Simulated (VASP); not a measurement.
# Ge (P6/mmm) in VASP: further runs

Runs on Ge. Level: PBE. Tasks: single point, relaxation of cell and atoms.

Everything below comes from runs of VASP 6.6.1. Logs are shortened: lines on timing, memory, paths and dates and some standing lists are left out, and cuts for length are marked.

**1. The cell of the first run**

It takes space group P6/mmm (No. 191, hexagonal). The conventional cell has a = 2.836 Å, b = 2.836 Å, c = 2.824 Å, α = 90.00°, β = 90.00°, γ = 120.00°. Ge (site symmetry 6/mmm) has 8 Ge at 2.82 to 2.84 Å within 3.7 Å.

**2. Single point, PBE**

Input file INCAR:

```
PREC     = Accurate       # precision mode
ENCUT    = 520            # plane-wave cutoff, eV
EDIFF    = 1E-7           # SCF threshold, eV
ISMEAR   = 0              # smearing method
SIGMA    = 0.1            # smearing width, eV
LREAL    = F              # projectors in reciprocal space
LASPH    = T              # aspherical terms in the spheres
NELM     = 60             # most SCF steps
ALGO     = Normal         # electronic algorithm
ISIF     = 2              # what is computed and relaxed
LWAVE    = F              # write WAVECAR
LCHARG   = F              # write CHGCAR
GGA      = PE             # functional
NBANDS   = 21             # bands
```

Input file KPOINTS:

```
Automatic mesh
0
Gamma
  6 6 4
```

Input file POSCAR:

```
Ge
1.0
    2.8357118369      0.0000000000      0.0000000000
   -1.4178559185      2.4557984886      0.0000000000
    0.0000000000      0.0000000000      5.6483330104
Ge
2
Direct
    0.0000000000      0.0000000000      0.2500153792
    0.0000000000      0.0000000000      0.7499846208
```

Potentials or basis: VASP PAW PBE potentials, release 64 (Ge_d).

Launch:

```console
$ cat potpaw_PBE.64/Ge_d/POTCAR > POTCAR
$ mpirun -np 1 vasp_std > vasp.out
```

OUTCAR:

```text
PREC = Accurate
   ENCUT = 520
   EDIFF = 1E-7
   ISMEAR = 0
   LREAL = F
   LASPH = T
   NELM = 60
   ISIF = 2
   GGA = PE

 ion  position               nearest neighbor table
   1  0.000  0.000  0.250-   2 2.82   2 2.82
   2  0.000  0.000  0.750-   1 2.82   1 2.82

  LATTYP: Found a hexagonal cell.
 ALAT       =     2.8357118369
 C/A-ratio  =     1.9918571898

  Lattice vectors:

 A1 = (   2.8357118369,   0.0000000000,   0.0000000000)
 A2 = (  -1.4178559185,   2.4557984886,   0.0000000000)
 A3 = (   0.0000000000,   0.0000000000,   5.6483330104)

Analysis of symmetry for initial positions (statically):
=====================================================================
 Subroutine PRICEL returns:
 Original cell was already a primitive cell.

 Routine SETGRP: Setting up the symmetry group for a
 hexagonal supercell.

 Subroutine GETGRP returns: Found 24 space group operations
 (whereof 24 operations were pure point group operations)
 out of a pool of 24 trial point group operations.

The static configuration has the point symmetry D_6h.

Analysis of symmetry for dynamics (positions and initial velocities):
=====================================================================
 Subroutine PRICEL returns:
 Original cell was already a primitive cell.

 Routine SETGRP: Setting up the symmetry group for a
 hexagonal supercell.

 Subroutine GETGRP returns: Found 24 space group operations
 (whereof 24 operations were pure point group operations)
 out of a pool of 24 trial point group operations.

The dynamic configuration has the point symmetry D_6h.

 Subroutine INISYM returns: Found 24 space group operations
 (whereof 24 operations are pure point group operations),
 and found     1 'primitive' translations

----------------------------------------------------------------------------------------

                                     Primitive cell

  volume of cell :      39.3346

  direct lattice vectors                    reciprocal lattice vectors
     2.835711837  0.000000000  0.000000000     0.352645141  0.203599767  0.000000000
    -1.417855918  2.455798489  0.000000000     0.000000000  0.407199534  0.000000000
     0.000000000  0.000000000  5.648333010     0.000000000  0.000000000  0.177043386

  length of vectors
     2.835711837  2.835711837  5.648333010     0.407199534  0.407199534  0.177043386

  position of ions in fractional coordinates (direct lattice)
     0.000000000  0.000000000  0.250015379
     0.000000000  0.000000000  0.749984621

  ion indices of the primitive-cell ions
   primitive index   ion index
                 1           1
                 2           2

----------------------------------------------------------------------------------------

 KPOINTS: Automatic mesh

Automatic generation of k-mesh.
 Grid dimensions read from file:
 generate k-points for:    6    6    4

 Generating k-lattice:

  Cartesian coordinates                     Fractional coordinates (reciprocal lattice)
     0.058774190  0.033933294  0.000000000     0.166666667 -0.000000000  0.000000000
     0.000000000  0.067866589  0.000000000     0.000000000  0.166666667  0.000000000
     0.000000000  0.000000000  0.044260846     0.000000000  0.000000000  0.250000000

  Length of vectors
     0.067866589  0.067866589  0.044260846

  Shift w.r.t. Gamma in fractional coordinates (k-lattice)
     0.000000000  0.000000000  0.000000000

 Subroutine IBZKPT returns following result:
 ===========================================

 Found     21 irreducible k-points:

 Following reciprocal coordinates:
            Coordinates               Weight
  0.000000  0.000000  0.000000      1.000000
  0.166667 -0.000000  0.000000      6.000000
  0.333333 -0.000000  0.000000      6.000000
  0.500000 -0.000000  0.000000      3.000000
  0.166667  0.166667  0.000000      6.000000
  0.333333  0.166667  0.000000     12.000000
[... 13 lines left out ...]
  0.333333  0.166667  0.500000     12.000000
  0.333333  0.333333  0.500000      2.000000
   k-points           NKPTS =     21   k-points in BZ     NKDIM =     21   number of bands    NBANDS=     21
   number of dos      NEDOS =    301   number of ions     NIONS =      2
   total plane-waves  NPLWV =  24192
   dimension x,y,z NGX =    24 NGY =   24 NGZ =   42
   dimension x,y,z NGXF=    48 NGYF=   48 NGZF=   84
   ions per type =               2
   NGX,Y,Z   is equivalent  to a cutoff of  14.07, 14.07, 12.36 a.u.
   NGXF,Y,Z  is equivalent  to a cutoff of  28.14, 28.14, 24.72 a.u.
 SYSTEM =  unknown system
   PREC   = accura    normal or accurate (medium, high low for compatibility)
   ISTART =      0    job   : 0-new  1-cont  2-samecut
   ICHARG =      2    charge: 1-file 2-atom 10-const
   ISPIN  =      1    spin polarized calculation?
   LNONCOLLINEAR =      F non collinear calculations
   LSORBIT =      F    spin-orbit coupling
   LASPH  =      T    aspherical Exc in radial PAW
[... 34 lines left out ...]
 Gauss-broadening in eV      SIGMA  =   0.10
  energy-cutoff  :      520.00
  volume of cell :       39.33
 maximum number of plane-waves:      1069
 NGX is ok and might be reduce to    24
   NGX = 11   NGY = 11   NGZ = 21

 number of electron      28.0000000 magnetization

 Free energy of the ion-electron system (eV)
  ---------------------------------------------------
  ext. energy  EPLUGINS =         0.00000000
  ---------------------------------------------------
  free energy    TOTEN  =        -8.56643168 eV

  energy without entropy =       -8.55818462  energy(sigma->0) =       -8.56230815

 E-fermi :   6.2861     XC(G=0): -11.0174

 val. band max:        6.2410119375   @ k =   0.3333   0.1667   0.2500
 cond. band min:       6.4047197422   @ k =   0.5000  -0.0000   0.2500
 fundamental gap:      0.1637078048
 Fermi energy:         6.2861350527

 k-point     1 :       0.0000    0.0000    0.0000
  band No.  band energies     occupation
      1     -18.5223      2.00000
      2     -18.4672      2.00000
      3     -18.4671      2.00000
      4     -18.4611      2.00000
      5     -18.4611      2.00000
      6     -18.3913      2.00000
[... 13 lines left out ...]
     20      20.8947      0.00000
     21      20.8947      0.00000

 k-point     2 :       0.1667   -0.0000    0.0000
  band No.  band energies     occupation
      1     -18.5084      2.00000
      2     -18.4701      2.00000
      3     -18.4684      2.00000
      4     -18.4333      2.00000
      5     -18.4280      2.00000
      6     -18.3966      2.00000
[... 13 lines left out ...]
     20      17.7651      0.00000
     21      18.2402      0.00000

 k-point     3 :       0.3333   -0.0000    0.0000
  band No.  band energies     occupation
      1     -18.5200      2.00000
      2     -18.4944      2.00000
      3     -18.4386      2.00000
      4     -18.4336      2.00000
      5     -18.3892      2.00000
      6     -18.3797      2.00000
[... 13 lines left out ...]
     20      15.3681      0.00000
     21      18.1706      0.00000

 k-point     4 :       0.5000   -0.0000    0.0000
  band No.  band energies     occupation
      1     -18.5320      2.00000
      2     -18.5076      2.00000
      3     -18.4591      2.00000
      4     -18.4111      2.00000
      5     -18.3948      2.00000
      6     -18.3939      2.00000
[... 13 lines left out ...]
     20      15.2074      0.00000
     21      18.3796      0.00000

 k-point     5 :       0.1667    0.1667    0.0000
  band No.  band energies     occupation
      1     -18.4823      2.00000
      2     -18.4748      2.00000
      3     -18.4674      2.00000
      4     -18.4241      2.00000
      5     -18.4033      2.00000
      6     -18.3909      2.00000
[... 13 lines left out ...]
     20      17.2584      0.00000
     21      17.5699      0.00000
[... 310 lines left out ...]
     20      13.4594      0.00000
     21      16.0355      0.00000

 k-point    19 :       0.1667    0.1667    0.5000
  band No.  band energies     occupation
      1     -18.4711      2.00000
      2     -18.4711      2.00000
      3     -18.4277      2.00000
      4     -18.4277      2.00000
      5     -18.3969      2.00000
      6     -18.3968      2.00000
[... 13 lines left out ...]
     20      18.7410      0.00000
     21      20.7692      0.00000

 k-point    20 :       0.3333    0.1667    0.5000
  band No.  band energies     occupation
      1     -18.4771      2.00000
      2     -18.4771      2.00000
      3     -18.4178      2.00000
      4     -18.4178      2.00000
      5     -18.3809      2.00000
      6     -18.3809      2.00000
[... 13 lines left out ...]
     20      14.8823      0.00000
     21      19.0262      0.00000

 k-point    21 :       0.3333    0.3333    0.5000
  band No.  band energies     occupation
      1     -18.4091      2.00000
      2     -18.4091      2.00000
      3     -18.4091      2.00000
      4     -18.4091      2.00000
      5     -18.4009      2.00000
      6     -18.4009      2.00000
[... 13 lines left out ...]
     20      15.4449      0.00000
     21      15.4452      0.00000

------------------------ aborting loop because EDIFF is reached ----------------------------------------

  FORCE on cell =-STRESS in cart. coord.  units (eV):
  Direction    XX          YY          ZZ          XY          YZ          ZX
  --------------------------------------------------------------------------------------
  -------------------------------------------------------------------------------------
  Total        0.0070985      0.0070985      0.0554916     -0.0000000      0.0000000      0.0000000
  in kB        0.2891357      0.2891357      2.2602839     -0.0000000      0.0000000      0.0000000
  external PRESSURE =       0.9461851 kB  Pullay stress =       0.0000000 kB

 VOLUME and BASIS-vectors are now :
 -----------------------------------------------------------------------------
  energy-cutoff  :      520.00
  volume of cell :       39.33
      direct lattice vectors                 reciprocal lattice vectors
     2.835711837  0.000000000  0.000000000     0.352645141  0.203599767  0.000000000
    -1.417855918  2.455798489  0.000000000     0.000000000  0.407199534  0.000000000
     0.000000000  0.000000000  5.648333010     0.000000000  0.000000000  0.177043386

 POSITION                                       TOTAL-FORCE (eV/Angst)
 -----------------------------------------------------------------------------------
      0.00000      0.00000      1.41217        -0.000000      0.000000     -0.000877
      0.00000      0.00000      4.23616         0.000000     -0.000000      0.000877
 -----------------------------------------------------------------------------------
    total drift:                                0.000000      0.000000      0.000000

  FREE ENERGIE OF THE ION-ELECTRON SYSTEM (eV)
  ---------------------------------------------------
  free  energy   TOTEN  =        -8.5664316768 eV

  energy  without entropy=       -8.5581846203  energy(sigma->0) =       -8.56230815
```

It took 11 s on 1 thread of Intel Xeon Platinum 8375C at 2.90GHz (Ice Lake), shared host; peak memory 0.16 GiB.

Results:

```
Free energy            : -8.5664 eV
Pressure               : 0.1 GPa
Band gap on the k mesh : zero (band 14 reaches 11.22 eV, above the bottom of band 15 at 4.01 eV)
```

Stress tensor (GPa, compression positive):
```
0.03 0.00 0.00
0.00 0.03 0.00
0.00 0.00 0.23
```

Levels at points of the mesh, in eV from the Fermi level:
| k point | band 11 | band 12 | band 13 | band 14 | band 15 | band 16 | band 17 | band 18 |
| --- | --- | --- | --- | --- | --- | --- | --- | --- |
| (0.00, 0.00, 0.00) | -12.97 | -9.90 | -5.76 | 4.93 | 8.82 | 8.87 | 8.87 | 11.13 |
| (0.50, 0.00, 0.00) | -7.76 | -5.43 | -4.39 | -2.93 | -1.48 | 3.39 | 4.55 | 6.85 |
| (0.00, 0.00, 0.50) | -11.90 | -11.90 | -1.43 | -1.42 | 9.79 | 9.79 | 9.80 | 9.80 |
| (0.50, 0.00, 0.50) | -6.68 | -6.68 | -4.46 | -4.46 | 3.09 | 3.09 | 5.48 | 5.48 |

Caveat: the k points lie up to 0.43 Å⁻¹ apart.

**3. Single point, PBE**

This run uses another cell than the first one, of 21.07 Å³/atom, 1.072 times its volume.

Input file INCAR:

```
SYSTEM = Ge
PREC     = Accurate       ! precision mode
ENCUT    = 520            ! plane-wave cutoff, eV
EDIFF    = 1E-7           ! SCF threshold, eV
ISMEAR   = 0              ! smearing method
SIGMA    = 0.1            ! smearing width, eV
LREAL    = .False.        ! projectors in reciprocal space
LASPH    = .True.         ! aspherical terms in the spheres
NELM     = 100            ! most SCF steps
ALGO     = Normal         ! electronic algorithm
ISIF     = 2              ! what is computed and relaxed
LWAVE    = .False.        ! write WAVECAR
LCHARG   = .False.        ! write CHGCAR
GGA      = PE             ! functional
NBANDS   = 21             ! bands
```

Input file KPOINTS:

```
Automatic mesh
0
Gamma
  6 6 4
  0 0 0
```

Input file POSCAR:

```
Ge
1.0
    2.8973539600      0.0000000000      0.0000000000
   -1.4486769800      2.5091821300      0.0000000000
    0.0000000000      0.0000000000      5.7975997200
Ge
2
Direct
    0.0000000000      0.0000000000      0.3169148800
    0.0000000000      0.0000000000      0.6830851200
```

Potentials or basis: VASP PAW PBE potentials, release 64 (Ge_d).

Launch:

```console
$ cat potpaw_PBE.64/Ge_d/POTCAR > POTCAR
$ mpirun -np 1 vasp_std > vasp.out
```

Run time: 15 s. Hardware: 1 thread of Intel Xeon Platinum 8375C at 2.90GHz (Ice Lake), shared host; peak memory 0.16 GiB.

The run converged. Its results:

| Quantity | Value |
| --- | --- |
| Free energy | -6.9129 eV |
| Pressure | 14.6 GPa |
| Largest force | 6.517 eV/Å |
| Band gap on the k mesh | zero (band 14 reaches 11.84 eV, above the bottom of band 15 at 4.67 eV) |

Forces on the atoms (eV/Å):
```
Ge   0.000  0.000 -6.517
Ge   0.000  0.000  6.517
```

Stress tensor (GPa, compression positive):
```
-1.07  0.00  0.00
 0.00 -1.07  0.00
 0.00  0.00 45.97
```

Levels at points of the mesh, in eV from the Fermi level:
```tsv
k point	band 12	band 13	band 14	band 15	band 16	band 17
(0.00, 0.00, 0.00)	-8.82	-4.55	6.61	7.20	7.20	8.04
(0.50, 0.00, 0.00)	-5.73	-3.81	-1.93	-0.56	3.39	4.44
(0.00, 0.00, 0.50)	-9.53	-2.33	1.56	7.31	7.31	10.86
(0.50, 0.00, 0.50)	-5.58	-4.59	-2.48	1.40	3.51	6.60
```

Caveat: the k points lie up to 0.42 Å⁻¹ apart; forces of over 1 eV/Å act on the atoms, so gaps and moduli don't describe the material at rest.

**4. Relaxation of cell and atoms, PBE**

This run uses another cell than the first one, of 21.07 Å³/atom, 1.072 times its volume.

Input file INCAR:

```
ALGO     = Normal         # electronic algorithm
EDIFF    = 1E-6           # SCF threshold, eV
EDIFFG   = -0.04          # ionic threshold
ENCUT    = 600            # plane-wave cutoff, eV
GGA      = PE             # functional
IBRION   = 2              # ionic algorithm
ISIF     = 3              # what is computed and relaxed
ISMEAR   = 0              # smearing method
LASPH    = True           # aspherical terms in the spheres
LCHARG   = False          # write CHGCAR
LREAL    = False          # projectors in reciprocal space
LWAVE    = False          # write WAVECAR
NELM     = 100            # most SCF steps
NSW      = 90             # ionic steps
PREC     = Accurate       # precision mode
SIGMA    = 0.1            # smearing width, eV
```

Input file KPOINTS:

```
k-points
0
Gamma
  6 6 4
```

POSCAR is that of step 3.

Launch:

```console
$ cat potpaw_PBE.64/Ge_d/POTCAR > POTCAR
$ mpirun -np 1 vasp_std > vasp.out
```

Run time: 4.1 min. Hardware: 1 thread of Intel Xeon Platinum 8375C at 2.90GHz (Ice Lake), shared host; peak memory 0.18 GiB.

It converged, with:

* Free energy: -8.5670 eV
* Relaxed volume: 19.62 Å³/atom
* Relaxed cell: a = 2.832 Å, b = 2.832 Å, c = 5.649 Å, α = 90.00°, β = 90.00°, γ = 120.00°
* Space group after relaxing (to 0.05 Å): P6/mmm (No. 191)
* Energy gained by relaxing: 827.0 meV/atom
* Ionic steps: 24
* Pressure after relaxing: 0.2 GPa
* Band gap on the k mesh: zero (band 14 reaches 11.22 eV, above the bottom of band 15 at 4.02 eV)

Stress tensor (GPa, compression positive):
```
0.31 0.00 0.00
0.00 0.31 0.00
0.00 0.00 0.10
```

The path:
```tsv
step	energy change (eV)	largest force (eV/Å)	pressure (GPa)	volume (Å³)
1	0.0000	6.5168	14.75	42.15
2	-0.9904	0.1309	-4.80	53.84
3	-1.0103	0.1287	-4.87	53.20
4	-1.0316	0.1631	-5.02	52.59
5	-1.3714	0.0400	-4.04	47.40
6	-1.2926	1.3305	-0.22	44.78
7	-1.3829	0.2265	-3.74	46.86
8	-1.3836	0.2959	-3.66	46.67
9	-1.4303	0.2676	-0.66	43.73
10	-1.4301	0.2616	0.05	43.41
11	-1.4575	0.4106	0.69	42.14
12	-1.5000	1.1122	4.35	38.40
13	-1.5105	1.1103	4.31	38.24
14	-1.5376	1.0417	4.38	37.74
15	-1.5498	0.8369	5.81	36.74
16	-1.5841	0.6247	4.83	37.08
17	-1.6379	0.0060	2.42	38.09
18	-1.6415	0.1563	1.73	38.41
19	-1.6416	0.1851	1.67	38.47
20	-1.6483	0.1147	1.22	38.68
21	-1.6533	0.0124	0.64	39.05
22	-1.6534	0.0001	0.46	39.10
23	-1.6534	0.0037	0.64	39.09
24	-1.6539	0.0016	0.24	39.25
```

Final structure:
```yaml
crystal:
  lattice:
    - [2.83237, 0.00000, 0.00000]
    - [-1.41619, 2.45291, 0.00000]
    - [0.00000, 0.00000, 5.64910]
  atoms:
    - { symbol: Ge, position: [0.00000, 0.00000, 0.24996] }
    - { symbol: Ge, position: [0.00000, 0.00000, 0.75004] }
```

Levels at points of the mesh, in eV from the Fermi level:
| k point | band 10 | band 11 | band 12 | band 13 | band 14 | band 15 | band 16 | band 17 | band 18 |
| --- | --- | --- | --- | --- | --- | --- | --- | --- | --- |
| (0.00, 0.00, 0.00) | -24.62 | -12.99 | -9.92 | -5.78 | 4.91 | 8.80 | 8.91 | 8.91 | 11.17 |
| (0.50, 0.00, 0.00) | -24.57 | -7.76 | -5.45 | -4.39 | -2.95 | -1.48 | 3.39 | 4.57 | 6.87 |
| (0.00, 0.00, 0.50) | -24.64 | -11.92 | -11.92 | -1.45 | -1.44 | 9.83 | 9.83 | 9.84 | 9.84 |
| (0.50, 0.00, 0.50) | -24.62 | -6.68 | -6.68 | -4.47 | -4.47 | 3.09 | 3.10 | 5.50 | 5.50 |

Caveat: the k points lie up to 0.43 Å⁻¹ apart in the final cell.

**5. The runs side by side**

```csv
task,cell,cutoff (eV),gap on the mesh (eV),pressure (GPa)
single point,"a = 2.836, b = 2.836, c = 5.648 Å, angles 90.0, 90.0, 120.0°, 2 atoms",520,none,0.1
single point,"a = 2.897, b = 2.897, c = 5.798 Å, angles 90.0, 90.0, 120.0°, 2 atoms",520,none,14.6
relaxation of cell and atoms,"relaxed from a = 2.897, b = 2.897, c = 5.798 Å, angles 90.0, 90.0, 120.0°, 2 atoms",600,none,0.2
```

Alike in all rows: level PBE; potentials or basis VASP PAW PBE potentials, release 64 (Ge_d); no spin polarisation; k mesh 6 × 6 × 4; smearing gaussian 0.1 eV.

Caveats: all runs use coarse meshes; forces of over 1 eV/Å act on the atoms, so gaps and moduli don't describe the material at rest (some runs).

Total energies depend on the potentials used, so only differences within one code and one set of settings carry meaning.
